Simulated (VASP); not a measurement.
# PbS (R3m) in VASP: notebook, part 2 of 2

VASP 6.6.1.

**3. Single point, BLYP+D3(BJ)**

This run uses another cell than the first one, of 26.67 Å³/atom, 1.069 times its volume.

Input file INCAR:

```
SYSTEM = PbS
AGGAC    = 1.0          
AGGAX    = 1.0          
ALDAC    = 0.0          
ALDAX    = 1.0          
ALGO     = Normal         ! electronic algorithm
EDIFF    = 1E-6           ! SCF threshold, eV
ENCUT    = 500            ! plane-wave cutoff, eV
GGA      = B5             ! functional
GGA_COMPAT= .False.      
ISIF     = 2              ! what is computed and relaxed
ISMEAR   = 0              ! smearing method
IVDW     = 12             ! dispersion correction
LASPH    = .True.         ! aspherical terms in the spheres
LCHARG   = .True.         ! write CHGCAR
LELF     = .True.         ! ELF
LREAL    = .False.        ! projectors in reciprocal space
LVHAR    = .True.       
LWAVE    = .False.        ! write WAVECAR
NBANDS   = 17             ! bands
NELM     = 120            ! most SCF steps
PREC     = Accurate       ! precision mode
SIGMA    = 0.01           ! smearing width, eV
VDW_A1   = 0.4298       
VDW_A2   = 4.2359       
VDW_S6   = 1.0          
VDW_S8   = 2.6996
```

Input file KPOINTS:

```
k-points
0
Gamma
  4 4 4
  0 0 0
```

Input file POSCAR:

```
PbS
1.0
    2.1106765441      1.2185996709      3.4559829773
   -2.1106765441      1.2185996709      3.4559829773
    0.0000000000     -2.4371993418      3.4559829773
Pb S
1 1
Direct
    0.9842220801      0.9842220801      0.9842220801
    0.4713799199      0.4713799199      0.4713799199
```

Potentials or basis: VASP PAW PBE potentials, release 64 (Pb_d, S).

Run with:

```
$ cat potpaw_PBE.64/Pb_d/POTCAR potpaw_PBE.64/S/POTCAR > POTCAR
$ mpirun -np 1 vasp_std > vasp.out
```

OUTCAR:

```text
SYSTEM = PbS
   EDIFF = 1E-6
   ENCUT = 500
   GGA = B5
   ISIF = 2
   ISMEAR = 0
   IVDW = 12
   LASPH = .True.
   LREAL = .False.
   NELM = 120
   PREC = Accurate
 IVDW          = 12

 ion  position               nearest neighbor table
   1  0.984  0.984  0.984-   2 2.91   2 2.91   2 2.91   2 3.07   2 3.07   2 3.07
   2  0.471  0.471  0.471-   1 2.91   1 2.91   1 2.91   1 3.07   1 3.07   1 3.07

  LATTYP: Found a trigonal (rhomboedric) cell.
 ALAT       =     4.2289193621
 COS(alpha) =     0.5017875737

  Lattice vectors:

 A1 = (   2.1106765441,   1.2185996709,   3.4559829773)
 A2 = (  -2.1106765441,   1.2185996709,   3.4559829773)
 A3 = (   0.0000000000,  -2.4371993418,   3.4559829773)

Analysis of symmetry for initial positions (statically):
=====================================================================
 Subroutine PRICEL returns:
 Original cell was already a primitive cell.

 Routine SETGRP: Setting up the symmetry group for a
 trigonal (rhombohedral) supercell.

 Subroutine GETGRP returns: Found  6 space group operations
 (whereof  6 operations were pure point group operations)
 out of a pool of 12 trial point group operations.

The static configuration has the point symmetry C_3v.

Analysis of symmetry for dynamics (positions and initial velocities):
=====================================================================
 Subroutine PRICEL returns:
 Original cell was already a primitive cell.

 Routine SETGRP: Setting up the symmetry group for a
 trigonal (rhombohedral) supercell.

 Subroutine GETGRP returns: Found  6 space group operations
 (whereof  6 operations were pure point group operations)
 out of a pool of 12 trial point group operations.

The dynamic configuration has the point symmetry C_3v.

 Subroutine INISYM returns: Found  6 space group operations
 (whereof  6 operations are pure point group operations),
 and found     1 'primitive' translations

----------------------------------------------------------------------------------------

                                     Primitive cell

  volume of cell :      53.3342

  direct lattice vectors                    reciprocal lattice vectors
     2.110676544  1.218599671  3.455982977     0.236890869  0.136769007  0.096451092
    -2.110676544  1.218599671  3.455982977    -0.236890869  0.136769007  0.096451092
     0.000000000 -2.437199342  3.455982977     0.000000000 -0.273538014  0.096451092

  length of vectors
     4.228919362  4.228919362  4.228919362     0.290044579  0.290044579  0.290044579

  position of ions in fractional coordinates (direct lattice)
     0.984222080  0.984222080  0.984222080
     0.471379920  0.471379920  0.471379920

  ion indices of the primitive-cell ions
   primitive index   ion index
                 1           1
                 2           2

----------------------------------------------------------------------------------------

 KPOINTS: k-points

Automatic generation of k-mesh.
 Grid dimensions read from file:
 generate k-points for:    4    4    4

 Generating k-lattice:

  Cartesian coordinates                     Fractional coordinates (reciprocal lattice)
     0.059222717  0.034192252  0.024112773     0.250000000 -0.000000000  0.000000000
    -0.059222717  0.034192252  0.024112773    -0.000000000  0.250000000  0.000000000
     0.000000000 -0.068384503  0.024112773     0.000000000  0.000000000  0.250000000

  Length of vectors
     0.072511145  0.072511145  0.072511145

  Shift w.r.t. Gamma in fractional coordinates (k-lattice)
     0.000000000  0.000000000  0.000000000

 Subroutine IBZKPT returns following result:
 ===========================================

 Found     13 irreducible k-points:

 Following reciprocal coordinates:
            Coordinates               Weight
  0.000000  0.000000  0.000000      1.000000
  0.250000 -0.000000  0.000000      6.000000
  0.500000 -0.000000  0.000000      3.000000
  0.250000  0.250000  0.000000      6.000000
  0.500000  0.250000  0.000000     12.000000
 -0.250000  0.250000  0.000000      6.000000
  0.500000  0.500000  0.000000      3.000000
  0.250000  0.250000  0.250000      2.000000
  0.500000  0.250000  0.250000      6.000000
 -0.250000  0.250000  0.250000      6.000000
  0.500000  0.500000  0.250000      6.000000
 -0.250000  0.500000  0.250000      6.000000
  0.500000  0.500000  0.500000      1.000000
   k-points           NKPTS =     13   k-points in BZ     NKDIM =     13   number of bands    NBANDS=     17
   number of dos      NEDOS =    301   number of ions     NIONS =      2
   total plane-waves  NPLWV =  32768
   dimension x,y,z NGX =    32 NGY =   32 NGZ =   32
   dimension x,y,z NGXF=    64 NGYF=   64 NGZF=   64
   ions per type =               1   1
   NGX,Y,Z   is equivalent  to a cutoff of  12.58, 12.58, 12.58 a.u.
   NGXF,Y,Z  is equivalent  to a cutoff of  25.16, 25.16, 25.16 a.u.
 SYSTEM =  PbS
   PREC   = accura    normal or accurate (medium, high low for compatibility)
   ISTART =      0    job   : 0-new  1-cont  2-samecut
   ICHARG =      2    charge: 1-file 2-atom 10-const
   ISPIN  =      1    spin polarized calculation?
   LNONCOLLINEAR =      F non collinear calculations
   LSORBIT =      F    spin-orbit coupling
   LASPH  =      T    aspherical Exc in radial PAW
   ENCUT  =  500.0 eV  36.75 Ry    6.06 a.u.   7.71  7.71  7.71*2*pi/ulx,y,z
   NELM   =    120;   NELMIN=  2; NELMDL= -5     # of ELM steps
   EDIFF  = 0.1E-05   stopping-criterion for ELM
   LREAL  =      F    real-space projection
   EDIFFG = 0.1E-04   stopping-criterion for IOM
   NSW    =      0    number of steps for IOM
   IBRION =     -1    ionic relax: 0-MD 1-quasi-New 2-CG
   NFREE  =      0    steps in history (QN), initial steepest desc. (CG)
   ISIF   =      2    stress and relaxation
   ISYM   =      2    0-nonsym 1-usesym 2-fastsym
   POTIM  = 0.5000    time-step for ionic-motion
   TEBEG  =    0.0;   TEEND  =   0.0 temperature during run
   PSTRESS=    0.0 pullay stress
   NELECT =      20.0000    total number of electrons
   NUPDOWN=      -1.0000    fix difference up-down
   EMIN   =  10.00;   EMAX   =-10.00  energy-range for DOS
   EFERMI =   0.00;   METHOD = LEGACY
   ISMEAR =     0;   SIGMA  =   0.01  broadening in eV -4-tet -1-fermi 0-gaus
   EFERMI_NEDOS =   21; number of points for ismear=-14 and -15
   IALGO  =     38    algorithm
   IMIX   =      4    mixing-type and parameters
     AMIX     =   0.40;   BMIX     =  1.00
     AMIX_MAG =   1.60;   BMIX_MAG =  1.00
  volume/ion in A,a.u.               =      26.67       179.96
  Fermi-wavevector in a.u.,A,eV,Ry     =   1.180546  2.230909 18.962293  1.393689
  Thomas-Fermi vector in A             =   2.316836
   LORBIT       =      0    0 simple, 1 ext, 2 COOP (PROOUT), +10 PAW based schemes
   GGA     = B5    functional components
   LHFCALC =     F    Hartree Fock is set to
   AEXX    =    0.0000 exact exchange contribution
   IVDW    =    12    specifies the selected vdW correction
   LEPSILON=     F    determine dielectric tensor
   LRPA    =     F    only Hartree local field effects (RPA)
 non-spin polarized calculation
 Gauss-broadening in eV      SIGMA  =   0.01
  energy-cutoff  :      500.00
  volume of cell :       53.33
 maximum number of plane-waves:      1363
 NGX is ok and might be reduce to    32
   NGX = 15   NGY = 15   NGZ = 15

 number of electron      20.0000000 magnetization

 Free energy of the ion-electron system (eV)
  ---------------------------------------------------
  ext. energy  EPLUGINS =         0.00000000
  ---------------------------------------------------
  free energy    TOTEN  =        -7.68660733 eV

  energy without entropy =       -7.68660733  energy(sigma->0) =       -7.68660733

 E-fermi :   5.9527     XC(G=0):  -9.0166

 val. band max:        5.8903811572   @ k =   0.5000  -0.0000   0.0000
 cond. band min:       6.5069240554   @ k =   0.5000  -0.0000   0.0000
 fundamental gap:      0.6165428982
 Fermi energy:         5.9527059816

 k-point     1 :       0.0000    0.0000    0.0000
  band No.  band energies     occupation
      1     -10.8304      2.00000
      2     -10.8287      2.00000
      3     -10.8287      2.00000
      4     -10.8180      2.00000
      5     -10.8180      2.00000
      6      -7.4458      2.00000
[... 9 lines left out ...]
     16      13.0653      0.00000
     17      15.0720      0.00000
[... 223 lines left out ...]
      1     -10.8475      2.00000
      2     -10.8475      2.00000
      3     -10.8272      2.00000
      4     -10.7851      2.00000
      5     -10.7851      2.00000
      6      -6.2873      2.00000
[... 9 lines left out ...]
     16      16.2299      0.00000
     17      16.6789      0.00000

------------------------ aborting loop because EDIFF is reached ----------------------------------------

 Edisp (eV)   -1.57249

 E8    (eV) :    -1.1740

  FORCE on cell =-STRESS in cart. coord.  units (eV):
  Direction    XX          YY          ZZ          XY          YZ          ZX
  --------------------------------------------------------------------------------------
  -------------------------------------------------------------------------------------
  Total       0.02118     0.02118     0.02860     0.00000     0.00000     0.00000
  in kB       0.63621     0.63621     0.85902     0.00000     0.00000     0.00000
  external pressure =        0.71 kB  Pullay stress =        0.00 kB

 VOLUME and BASIS-vectors are now :
 -----------------------------------------------------------------------------
  energy-cutoff  :      500.00
  volume of cell :       53.33
      direct lattice vectors                 reciprocal lattice vectors
     2.110676544  1.218599671  3.455982977     0.236890869  0.136769007  0.096451092
    -2.110676544  1.218599671  3.455982977    -0.236890869  0.136769007  0.096451092
     0.000000000 -2.437199342  3.455982977     0.000000000 -0.273538014  0.096451092

 POSITION                                       TOTAL-FORCE (eV/Angst)
 -----------------------------------------------------------------------------------
      0.00000      0.00000     10.20436         0.000000      0.000000     -0.009157
      0.00000      0.00000      4.88724         0.000000      0.000000      0.009157
 -----------------------------------------------------------------------------------
    total drift:                               -0.000000     -0.000000     -0.000560

  FREE ENERGIE OF THE ION-ELECTRON SYSTEM (eV)
  ---------------------------------------------------
  free  energy   TOTEN  =        -9.2590967430 eV

  energy  without entropy=       -9.2590967430  energy(sigma->0) =       -9.25909674
```

It took 12 s on 1 thread of Intel Xeon 6975P-C (Granite Rapids), shared host; peak memory 0.18 GiB.

Results:

```
Free energy                : -9.2591 eV
Pressure                   : 0.1 GPa
Largest force              : 0.009 eV/Å
Band gap on the k mesh     : 0.62 eV, direct
Dispersion energy per atom : -0.786 eV
```

Forces in eV/Å, atoms in the order of the input:
```
Pb   0.000  0.000 -0.009
S    0.000  0.000  0.009
```

Caveat: the k points lie up to 0.46 Å⁻¹ apart; the PAW data sets were made with another functional, which shifts forces and pressure a little; spin-orbit coupling is left out, which moves the levels of the heavy elements.
